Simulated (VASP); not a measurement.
Here is a VASP 6.6.1 calculation.

File INCAR:

```
ALGO = Normal ; EDIFF = 1E-7
ENCUT = 520 ; GGA = PE
ISIF = 2 ; ISMEAR = -1
LASPH = True ; LCHARG = True
LELF = True ; LREAL = False
LVHAR = True ; LWAVE = False
NBANDS = 10 ; NELM = 100
PREC = Accurate ; SIGMA = 0.05
```

File KPOINTS:

```
k-points
0
Gamma
  7 7 7
```

File POSCAR:

```
K
1.0
   -2.6358196649      2.6358196649      2.6358196649
    2.6358196649     -2.6358196649      2.6358196649
    2.6358196649      2.6358196649     -2.6358196649
K
1
Direct
    0.0000000000      0.0000000000      0.0000000000
```

Potentials or basis: VASP PAW PBE potentials, release 64 (K_sv).

Command:

```sh
$ cat potpaw_PBE.64/K_sv/POTCAR > POTCAR
$ mpirun -np 1 vasp_std > vasp.out
```

Problem. What does it give for the pressure?

Solution. 0.0 GPa.
